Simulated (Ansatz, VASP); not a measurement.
**HgTe: VASP beside Ansatz**

Contents of INCAR:

```
SYSTEM = HgTe
ALGO = Normal ; EDIFF = 1E-7
ENCUT = 520 ; GGA = PE
ISIF = 2 ; ISMEAR = -1
LASPH = .True. ; LCHARG = .False.
LREAL = .False. ; LWAVE = .False.
NBANDS = 16 ; NELM = 100
PREC = Accurate ; SIGMA = 0.05
```

Contents of KPOINTS:

```
k-points
0
Gamma
  11 11 11
  0 0 0
```

POSCAR

```
HgTe
1.0
    3.4104789185      0.0000000000      0.0000000000
    0.0000000000      3.4104789185      0.0000000000
    0.0000000000      0.0000000000      3.4104789185
Hg Te
1 1
Direct
    0.0000000000      0.0000000000      0.0000000000
    0.5000000000      0.5000000000      0.5000000000
```

Input for Ansatz:

```yaml
crystal:
  lattice:
    - [3.4104789185, 0.0, 0.0]
    - [0.0, 3.4104789185, 0.0]
    - [0.0, 0.0, 3.4104789185]
  atoms:
    - { symbol: Hg, position: [0.0, 0.0, 0.0] }
    - { symbol: Te, position: [0.5, 0.5, 0.5] }
kpoints:
  mp_grid: { grid: [11, 11, 11] }
scf:
  occupations: { method: fermi_dirac, width: 0.05 }
hamiltonian:
  xc: pbe
  pseudopotentials: { kind: all_electron, lapw: { basis_error: 0.001 } }
output:
  forces: true
  stress: true
  eigenvalues: true
  populations: true
```

Change from the starting cell: volume scaled by 0.72, LAPW.

Alike in both runs: task single point; functional PBE; k mesh 11 × 11 × 11; occupations fermi-dirac, width 0.05 eV; no spin polarisation.

|  | VASP | Ansatz |
| --- | --- | --- |
| version | VASP 6.6.1 | Ansatz 0.2.0 |
| potentials or method | VASP PAW PBE potentials, release 64 (Hg, Te), cutoff 520 eV | all-electron LAPW, scalar-relativistic |

```tsv
	VASP	Ansatz	Ansatz less VASP
pressure (GPa)	36.2	35.6	-0.63
```

Both programs put the cell under a high pressure, so it lies far from rest at this level. Ansatz ran all-electron here, and VASP with PAW potentials.

Neither program's run includes spin-orbit coupling.
